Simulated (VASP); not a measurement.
ZnS: single point with PBE

The system is ZnS.

```
CELL_PARAMETERS angstrom
0.00000 2.66408 2.70465
2.66408 0.00000 2.70465
2.66408 2.66408 0.00000
ATOMIC_POSITIONS crystal
Zn 0.00000 0.00000 0.00000
S 0.75000 0.75000 0.75000
```

This cell differs from its parent crystal: strain -0.015 along x and y, +0.000 along z.

```yaml
Program: VASP 6.6.1
Task: single point
Functional: PBE
Potentials_or_basis: VASP PAW PBE potentials, release 64 (Zn, S)
Cutoff: 520 eV
k_mesh: 10 × 10 × 10
Occupations: gaussian, width 0.05 eV
Spin: no spin polarisation
```

```json
{
 "Pressure": "4.0 GPa",
 "Band gap on the k mesh": "2.22 eV, direct"
}
```

Stress tensor (GPa, compression positive):
```
4.19 0.00 0.00
0.00 4.19 0.00
0.00 0.00 3.58
```

Levels at points of the mesh, in eV from the valence-band top:
| k point | band 7 | band 8 | band 9 | band 10 | band 11 | band 12 |
| --- | --- | --- | --- | --- | --- | --- |
| (0.00, 0.00, 0.00) | -0.06 | 0.00 | 0.00 | 2.22 | 6.36 | 6.36 |
| (0.50, 0.00, 0.00) | -5.49 | -0.97 | -0.88 | 3.34 | 6.83 | 6.96 |
| (0.50, 0.50, 0.00) | -4.74 | -2.28 | -2.28 | 3.38 | 4.15 | 11.04 |
| (0.50, 0.00, 0.50) | -4.65 | -2.38 | -2.35 | 3.30 | 4.00 | 11.21 |

Wall time 100 s on 1 thread of Intel Xeon 8259CL (shared host), peak memory 0.2 GiB.

Caveat: the cell differs from its parent crystal (strain -0.015 along x and y, +0.000 along z).
